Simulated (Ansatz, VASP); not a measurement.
**As in VASP and in Ansatz**

File INCAR:

```
  ALGO = Normal
  EDIFF = 1E-6
  ENCUT = 520
  GGA = PE
  ISIF = 2
  ISMEAR = -1
  LASPH = T
  LCHARG = F
  LREAL = F
  LWAVE = F
  NBANDS = 12
  NELM = 60
  PREC = Accurate
  SIGMA = 0.05
```

The input KPOINTS:

```
k-points
0
Gamma
  13 13 13
```

The input POSCAR:

```
As
1.0
    1.8671333092      1.0779899187      3.4623748656
   -1.8671333092      1.0779899187      3.4623748656
    0.0000000000     -2.1559798374      3.4623748656
As
2
Direct
    0.2275400000      0.2275400000      0.2275400000
    0.7724600000      0.7724600000      0.7724600000
```

Input for Ansatz:

```yaml
crystal:
  lattice:
    - [1.8671333092, 1.0779899187, 3.4623748656]
    - [-1.8671333092, 1.0779899187, 3.4623748656]
    - [0.0, -2.1559798374, 3.4623748656]
  atoms:
    - { symbol: As, position: [0.22754, 0.22754, 0.22754] }
    - { symbol: As, position: [0.77246, 0.77246, 0.77246] }
kpoints:
  mp_grid: { grid: [13, 13, 13] }
scf:
  occupations: { method: fermi_dirac, width: 0.05 }
hamiltonian:
  xc: pbe
  pseudopotentials: { kind: all_electron, lapw: { basis_error: 0.001 } }
output:
  forces: true
  stress: true
  eigenvalues: true
```

Change from the starting cell: volume scaled by 0.98.

Alike in both runs: task single point; functional PBE; k mesh 13 × 13 × 13; occupations fermi-dirac, width 0.05 eV; no spin polarisation.

|  | VASP | Ansatz |
| --- | --- | --- |
| version | VASP 6.6.1 | Ansatz 0.2.0 |
| potentials or method | VASP PAW PBE potentials, release 64 (As), cutoff 520 eV | all-electron LAPW, scalar-relativistic |

```csv
,VASP,Ansatz,Ansatz less VASP
pressure (GPa),5.7,5.4,-0.35
"traceless stress, the component that is largest in VASP (GPa)",-1.13,-1.03,+0.101
rms of the force components (eV/Å),0.247,0.210,-0.0375
```

Atom by atom the forces differ by 0.037 eV/Å (rms over components). Ansatz ran all-electron here, and VASP with PAW potentials.
